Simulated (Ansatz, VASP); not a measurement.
**ZnO: VASP beside Ansatz**

Contents of INCAR:

```
SYSTEM = ZnO
PREC = Accurate
ENCUT = 520
EDIFF = 1E-6
ISMEAR = -1
SIGMA = 0.05
LREAL = .FALSE.
LASPH = .TRUE.
NELM = 60
ALGO = Normal
ISIF = 2
LWAVE = .FALSE.
LCHARG = .TRUE.
GGA = B5
ALDAX = 1.0
AGGAX = 1.0
AGGAC = 1.0
ALDAC = 0.0
LELF = .TRUE.
LVHAR = .TRUE.
NBANDS = 26
```

The input KPOINTS:

```
Automatic mesh
0
G
  9 9 5
  0 0 0
```

POSCAR

```
ZnO
1.0
    3.2493080000      0.0000000000      0.0000000000
   -1.6246540000      2.8139832727      0.0000000000
    0.0000000000      0.0000000000      5.2057090000
Zn O
2 2
Direct
    0.6666666667      0.3333333333      0.0000000000
    0.3333333333      0.6666666667      0.5000000000
    0.3333333333      0.6666666667      0.8790100000
    0.6666666667      0.3333333333      0.3790100000
```

File input.yaml:

```yaml
crystal:
  lattice:
    - [3.249308, 0.0, 0.0]
    - [-1.624654, 2.8139832727, 0.0]
    - [0.0, 0.0, 5.205709]
  atoms:
    - { symbol: Zn, position: [0.6666666667, 0.3333333333, 0.0] }
    - { symbol: Zn, position: [0.3333333333, 0.6666666667, 0.5] }
    - { symbol: O, position: [0.3333333333, 0.6666666667, 0.87901] }
    - { symbol: O, position: [0.6666666667, 0.3333333333, 0.37901] }
hamiltonian:
  xc: blyp
  pseudopotentials: { kind: paw }
kpoints:
  mp_grid: { grid: [9, 9, 5] }
  band_path:
    path:
      - [[0.0, 0.0, 0.0], [0.5, 0.0, 0.0], [0.3333333333, 0.3333333333, 0.0], [0.0, 0.0, 0.0], [0.0, 0.0, 0.5], [0.5, 0.0, 0.5], [0.3333333333, 0.3333333333, 0.5], [0.0, 0.0, 0.5]]
      - [[0.5, 0.0, 0.5], [0.5, 0.0, 0.0]]
      - [[0.3333333333, 0.3333333333, 0.0], [0.3333333333, 0.3333333333, 0.5]]
    npoints: 14
scf:
  occupations: { method: fermi_dirac, width: 0.05 }
  n_extra_bands: 10
output:
  forces: true
  stress: true
  eigenvalues: true
  fatbands: false
  write_density: true
  write_potential: true
  elf: true
  volumetric_format: npy
```

Alike in both runs: functional BLYP; k mesh 9 × 9 × 5; occupations fermi-dirac, width 0.05 eV; no spin polarisation.

```csv
,VASP,Ansatz
version,VASP 6.6.1,Ansatz 0.2.0
potentials or method,"VASP PAW PBE potentials, release 64 (Zn, O)",Ansatz PAW
plane-wave cutoff (eV),520,420
valence electrons in the cell,36,36
task,single point,band structure
```

Ansatz gave:

| Quantity | Value |
| --- | --- |
| gap on the k mesh at the Fermi level (eV) | 0.96 |
| least direct gap on the mesh (eV) | 0.96 |
| pressure (GPa) | 9.4 |
| traceless stress, the component that is largest in VASP (GPa) | 1.32 |
| rms of the force components (eV/Å) | 0.040 |

What did VASP give for the same quantities?

gap on the k mesh at the Fermi level (eV): 0.96; least direct gap on the mesh (eV): 0.96; pressure (GPa): 10.4; traceless stress, the component that is largest in VASP (GPa): 1.37; rms of the force components (eV/Å): 0.043.

VASP's potentials were made for PBE, not for BLYP. Atom by atom the forces differ by 0.002 eV/Å (rms over components). With one functional, cell and mesh, what is left measures potentials, basis and numerics.
